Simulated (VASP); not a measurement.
# Mg16O16F (a cell with a defect) (F interstitial hop between voids) in VASP: notebook, part 2 of 2

VASP 6.6.1.

### 3 Single point, PBE

File INCAR:

```
SYSTEM = Mg16O16F
PREC = Accurate
ENCUT = 520
EDIFF = 1E-6
ISMEAR = -1
SIGMA = 0.01
LREAL = Auto
LASPH = .True.
NELM = 100
ALGO = Normal
ISIF = 2
LWAVE = .False.
LCHARG = .False.
GGA = PE
NELECT = 136.0
NBANDS = 90
```

File KPOINTS:

```
Automatic mesh
0
Gamma
  1 1 1
  0.25 0.25 0.25
```

File POSCAR:

```
Mg16O16F
1.0
   -4.2543812300      4.2543812300      4.2543812300
    4.2543812300     -4.2543812300      4.2543812300
    4.2543812300      4.2543812300     -4.2543812300
Mg O F
16 16 1
Direct
    0.0048793762      0.0049060276      0.0030286749
   -0.0045670797      0.2485155382      0.7497962879
   -0.0046522010      0.5001759400      0.4981682616
    0.0049819363      0.7534464704      0.2546486398
    0.2484946955     -0.0045549034      0.7497566151
    0.2419678808      0.2419665547      0.4914526091
    0.2484915515      0.5001409427      0.2449353639
    0.2468914800      0.7517450590      0.0013591014
    0.5001149555     -0.0046858341      0.4981512819
    0.5000828645      0.2484923388      0.2448700367
    0.5002770656      0.5003443259      0.0082836925
    0.5000532905      0.7587104109      0.7498801312
    0.7534307672      0.0050944001      0.2547405150
    0.7517290850      0.2469894017      0.0013708651
    0.7584989539      0.4998849976      0.7496595543
    0.7516474141      0.7516572738      0.4965937795
    0.0046513213      0.0046908861      0.5083274220
    0.0045793844      0.2586402717      0.2542473139
   -0.0043596809      0.5001426201      0.0037240443
   -0.0044349564      0.7540598112      0.7497819722
    0.2585413308      0.0045811352      0.2542105080
    0.2461422723      0.2461842530     -0.0087023945
    0.2009734487      0.5001762834      0.7497659677
    0.2461678309      0.7417840350      0.4958595079
    0.5000800732     -0.0042658647      0.0037181680
    0.5001477727      0.2010765547      0.7497055514
    0.4999373328      0.4999158835      0.4504132043
    0.5000899323      0.7541202199      0.2453559327
    0.7540193526     -0.0043622402      0.7497820372
    0.7417088652      0.2461606673      0.4958007600
    0.7540860482      0.5001662044      0.2453407521
    0.7994049356      0.7995430321      0.0492992188
    0.5004084162      0.5005131081      0.7499604886
```

Potentials or basis: VASP PAW PBE potentials, release 64 (Mg, O, F).

Command:

```sh
$ cat potpaw_PBE.64/Mg/POTCAR potpaw_PBE.64/O/POTCAR potpaw_PBE.64/F/POTCAR > POTCAR
$ mpirun -np 1 vasp_std > vasp.out
```

Wall time 2.2 min (1 thread of Intel Xeon Platinum 8375C at 2.90GHz (Ice Lake), shared host); peak memory 0.4 GiB.

It converged, with:

```yaml
Free_energy: -185.9489 eV
Largest_force: 0.017 eV/Å
```

Forces on the atoms (eV/Å):
```
Mg   0.001  0.000  0.002
Mg   0.003 -0.003 -0.003
Mg   0.002 -0.002 -0.002
Mg   0.001  0.002 -0.001
Mg  -0.001  0.002 -0.003
Mg  -0.004 -0.005 -0.007
Mg  -0.001 -0.001  0.000
Mg   0.002 -0.001 -0.002
Mg  -0.001  0.001 -0.001
Mg  -0.001 -0.001  0.000
Mg   0.004  0.003 -0.006
Mg   0.002 -0.004  0.005
Mg   0.001  0.000 -0.001
Mg  -0.001  0.001 -0.002
Mg   0.001  0.003  0.006
Mg   0.000 -0.001  0.002
O   -0.007 -0.007 -0.011
O   -0.006 -0.011 -0.005
O   -0.006  0.013  0.007
O   -0.007  0.007  0.014
O   -0.012 -0.005 -0.005
O    0.007  0.007 -0.012
O   -0.007  0.006  0.007
O    0.004 -0.012  0.007
O    0.012 -0.005  0.007
O    0.006 -0.005  0.005
O    0.009  0.008 -0.004
O    0.012  0.006 -0.004
O    0.006 -0.005  0.014
O   -0.012  0.005  0.007
O    0.005  0.012 -0.005
O   -0.010 -0.007 -0.006
F   -0.003 -0.001 -0.003
```

Levels at points of the mesh, in eV from the Fermi level:
| k point | band 66 | band 67 | band 68 | band 69 | band 70 | band 71 |
| --- | --- | --- | --- | --- | --- | --- |
| (0.25, 0.25, 0.25) | -0.27 | -0.27 | -0.26 | 6.11 | 6.11 | 6.11 |

Caveat: the k points lie up to 1.04 Å⁻¹ apart; the cell carries a net charge on a neutralising background, which shifts energy and pressure; the cell is charged against a uniform background, so pressure and absolute levels hang on convention.

### 4 Single point, PBE

File INCAR:

```
PREC = Accurate ; ENCUT = 520
EDIFF = 1E-7 ; ISMEAR = -1
SIGMA = 0.01 ; LREAL = Auto
LASPH = T ; NELM = 100
ALGO = Normal ; ISIF = 2
LWAVE = F ; LCHARG = F
GGA = PE ; NELECT = 136.0
NBANDS = 90
```

KPOINTS is that of step 3.

File POSCAR:

```
Mg16O16F
1.0
   -4.2543812300      4.2543812300      4.2543812300
    4.2543812300     -4.2543812300      4.2543812300
    4.2543812300      4.2543812300     -4.2543812300
Mg O F
16 16 1
Direct
    0.0083307062      0.0085463662      0.0079429882
    0.0015516945      0.2548243661      0.7494153268
    0.0031639149      0.4984795403      0.4977970674
    0.0015916533      0.7501315297      0.2542320355
    0.2547086031      0.0017375030      0.7494548155
    0.2451632667      0.2453243947      0.4962490162
    0.2451278914      0.4968868293      0.2445766949
    0.2547224711      0.7500940389      0.0010869971
    0.4983017237      0.0032398366      0.4978138736
    0.4967305198      0.2452644565      0.2445654124
    0.4983115958      0.4984860043      0.0024593471
    0.4914728810      0.7502186164      0.7494779682
    0.7499317357      0.0017511360      0.2542326232
    0.7499461914      0.2549128631      0.0010994548
    0.7500064821      0.4914732336      0.7493891186
    0.7498417108      0.7499800388      0.4906712368
    0.0039012724      0.0040276127      0.5078170909
   -0.0084927744      0.2456578157      0.2449896809
    0.0039272456      0.5084941577      0.0033795749
    0.0493446611      0.7500529049      0.7494436506
    0.2454966877     -0.0083705475      0.2449540706
    0.2454542608      0.2455969373     -0.0090718245
    0.2544675574      0.4961145666      0.7494228485
    0.2544327698      0.7500959194      0.4954257473
    0.5083984916      0.0041097633      0.0034177708
    0.4960065603      0.2545653390      0.7494161495
    0.4505414293      0.4506694150      0.4499515668
    0.4960172551      0.7501013255      0.2538436124
    0.7499300903      0.0493667560      0.7495128733
    0.7499712244      0.2545293761      0.4954688793
    0.7499631151      0.4961518223      0.2538378536
    0.7500388018      0.7502229649      0.0486682995
    0.7498962428      0.7498964779      0.7491561822
```

Command:

```sh
$ cat potpaw_PBE.64/Mg/POTCAR potpaw_PBE.64/O/POTCAR potpaw_PBE.64/F/POTCAR > POTCAR
$ mpirun -np 1 vasp_std > vasp.out
```

It took 2.3 min on 1 thread of Intel Xeon Platinum 8375C at 2.90GHz (Ice Lake), shared host; peak memory 0.41 GiB.

The run converged. Its results:

```yaml
Free_energy: -185.9489 eV
Largest_force: 0.021 eV/Å
```

Forces on the atoms (eV/Å):
```
Mg  -0.007 -0.005 -0.003
Mg   0.002 -0.001  0.000
Mg   0.001  0.003  0.001
Mg   0.000  0.000 -0.002
Mg  -0.004  0.003  0.000
Mg  -0.003 -0.002 -0.001
Mg  -0.002  0.001 -0.002
Mg  -0.004  0.002  0.004
Mg   0.002  0.001  0.003
Mg   0.000 -0.001 -0.003
Mg   0.003  0.005  0.000
Mg  -0.009  0.007  0.006
Mg  -0.001  0.003 -0.001
Mg   0.000 -0.003  0.003
Mg   0.007 -0.007  0.006
Mg   0.007  0.008 -0.006
O   -0.003 -0.006  0.013
O    0.013  0.005  0.005
O   -0.005  0.013 -0.006
O    0.011 -0.014 -0.011
O    0.006  0.012  0.005
O    0.006  0.004  0.012
O    0.006 -0.007 -0.013
O    0.006 -0.013 -0.006
O    0.013 -0.005 -0.006
O   -0.006  0.004 -0.014
O    0.012  0.010  0.013
O   -0.004 -0.015  0.004
O   -0.013  0.009 -0.010
O   -0.014  0.004 -0.005
O   -0.013 -0.006  0.005
O   -0.011 -0.011  0.008
F    0.005  0.000 -0.001
```

Levels at points of the mesh, in eV from the Fermi level:
```tsv
k point	band 64	band 65	band 66	band 67	band 68	band 69	band 70	band 71	band 72	band 73
(0.25, 0.25, 0.25)	-0.99	-0.99	-0.26	-0.26	-0.26	6.11	6.11	6.11	6.40	8.47
```

Caveat: the k points lie up to 1.04 Å⁻¹ apart; the cell carries a net charge on a neutralising background, which shifts energy and pressure; the cell is charged against a uniform background, so pressure and absolute levels hang on convention.

### 5 Single point, PBE

File INCAR:

```
SYSTEM = Mg16O16F
PREC = Accurate
ENCUT = 520
EDIFF = 1E-6
ISMEAR = -1
SIGMA = 0.01
LREAL = Auto
LASPH = .TRUE.
NELM = 60
ALGO = Normal
ISIF = 2
LWAVE = .FALSE.
LCHARG = .FALSE.
GGA = PE
NELECT = 136.0
NBANDS = 90
```

KPOINTS is that of step 4.

File POSCAR:

```
Mg16O16F
1.0
   -4.2543812300      4.2543812300      4.2543812300
    4.2543812300     -4.2543812300      4.2543812300
    4.2543812300      4.2543812300     -4.2543812300
Mg O F
16 16 1
Direct
    0.0033185790      0.0034525585      0.0026579658
   -0.0061279182      0.2470621327      0.7494255516
   -0.0062130069      0.4987224664      0.4977974200
    0.0034211791      0.7519930225      0.2542778706
    0.2469339119     -0.0060083943      0.7493858278
    0.2404071109      0.2405130017      0.4910818723
    0.2469307387      0.4986874437      0.2445645897
    0.2453307411      0.7502916000      0.0009883929
    0.4985542868     -0.0061392006      0.4977806138
    0.4985220847      0.2470388626      0.2444993628
    0.4987163550      0.4988908810      0.0079129016
    0.4984924682      0.7572568902      0.7495093476
    0.7518700904      0.0036409525      0.2543697759
    0.7501683153      0.2455359413      0.0010000279
    0.7569381600      0.4984314723      0.7492887514
    0.7500866348      0.7502039257      0.4962230430
    0.0030904612      0.0032373686      0.5079565942
    0.0030185353      0.2571867543      0.2538765197
   -0.0059203674      0.4986892066      0.0033533666
   -0.0059957015      0.7526063902      0.7494113310
    0.2569806138      0.0031277169      0.2538397341
    0.2445815134      0.2447308889     -0.0090731173
    0.1994126652      0.4987229365      0.7493952299
    0.2446070166      0.7403305745      0.4954887411
    0.4985193816     -0.0057192806      0.0033474903
    0.4985869590      0.1996231541      0.7493348216
    0.4983765877      0.4984624991      0.4500425318
    0.4985291363      0.7526667985      0.2449852149
    0.7524585426     -0.0058156518      0.7494113310
    0.7401481743      0.2447072662      0.4954300957
    0.7525252973      0.4987128293      0.2449700541
    0.7978441086      0.7980896202      0.0489285019
    0.4988477490      0.4990597657      0.7495898528
```

Command:

```sh
$ cat potpaw_PBE.64/Mg/POTCAR potpaw_PBE.64/O/POTCAR potpaw_PBE.64/F/POTCAR > POTCAR
$ mpirun -np 1 vasp_std > vasp.out
```

Wall time 2.3 min (1 thread of Intel Xeon Platinum 8375C at 2.90GHz (Ice Lake), shared host); peak memory 0.4 GiB.

It converged, with:

* Free energy: -185.9489 eV
* Largest force: 0.018 eV/Å

Forces on the atoms (eV/Å):
```
Mg   0.001  0.000  0.001
Mg   0.004 -0.004 -0.001
Mg   0.003 -0.001 -0.002
Mg   0.001  0.002  0.000
Mg  -0.001  0.003  0.000
Mg  -0.004 -0.005 -0.007
Mg  -0.001  0.000  0.001
Mg   0.002 -0.002 -0.002
Mg  -0.001  0.001 -0.001
Mg   0.000  0.000  0.001
Mg   0.004  0.003 -0.006
Mg   0.002 -0.003  0.005
Mg   0.001  0.000  0.000
Mg  -0.002  0.000 -0.002
Mg   0.000  0.002  0.006
Mg   0.000 -0.002  0.000
O   -0.007 -0.007 -0.011
O   -0.004 -0.011 -0.005
O   -0.008  0.014  0.006
O   -0.008  0.008  0.014
O   -0.012 -0.003 -0.006
O    0.008  0.007 -0.012
O   -0.007  0.006  0.005
O    0.005 -0.013  0.006
O    0.013 -0.007  0.006
O    0.005 -0.006  0.003
O    0.007  0.006 -0.005
O    0.012  0.005 -0.005
O    0.006 -0.006  0.014
O   -0.013  0.006  0.006
O    0.004  0.012 -0.005
O   -0.009 -0.006 -0.004
F   -0.002  0.000 -0.004
```

Levels at points of the mesh, in eV from the Fermi level:
```csv
k point,band 65,band 66,band 67,band 68,band 69,band 70,band 71,band 72
"(0.25, 0.25, 0.25)",-0.99,-0.27,-0.26,-0.26,6.11,6.11,6.11,6.40
```

Caveat: the k points lie up to 1.04 Å⁻¹ apart; the cell carries a net charge on a neutralising background, which shifts energy and pressure; the cell is charged against a uniform background, so pressure and absolute levels hang on convention.
